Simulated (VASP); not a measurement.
The system is InSb (zincblende type).

```
In Sb
1.0
     0.00000    3.21951    3.21951
     3.21951    0.00000    3.21951
     3.21951    3.21951    0.00000
In Sb
1 1
Direct
  0.00000 0.00000 0.00000
  0.25000 0.25000 0.25000
```

- Program: VASP 6.6.1
- Task: relaxation of cell and atoms
- Functional: PBE
- Potentials or basis: VASP PAW PBE potentials, release 64 (In_d, Sb)
- Cutoff: 600 eV
- k mesh: 9 × 9 × 9
- Occupations: fermi-dirac, width 0.05 eV
- Spin: no spin polarisation

At the start: pressure 4.1 GPa; volume 33.37 Å³/atom.

How do energy, volume and symmetry change on relaxing?

Over 5 steps the energy falls by 36.9 meV/atom and the volume is 36.49 Å³/atom (+9.4 %); space group F-43m (No. 216, to 0.1 Å) before and after.

Step by step:
| step | energy change (eV) | largest force (eV/Å) | pressure (GPa) | volume (Å³) |
| --- | --- | --- | --- | --- |
| 1 | 0.0000 | 0.0000 | 4.11 | 66.74 |
| 2 | -0.0654 | 0.0000 | -1.11 | 75.37 |
| 3 | -0.0737 | 0.0000 | 0.02 | 72.97 |
| 4 | -0.0737 | 0.0000 | -0.05 | 73.10 |
| 5 | -0.0737 | 0.0000 | 0.01 | 72.99 |

Final structure:
```xyz
2
Lattice="0.0000 3.3170 3.3170 3.3170 0.0000 3.3170 3.3170 3.3170 0.0000" Properties=species:S:1:pos:R:3 pbc="T T T"
In    0.0000    0.0000    0.0000
Sb    1.6585    1.6585    1.6585
```
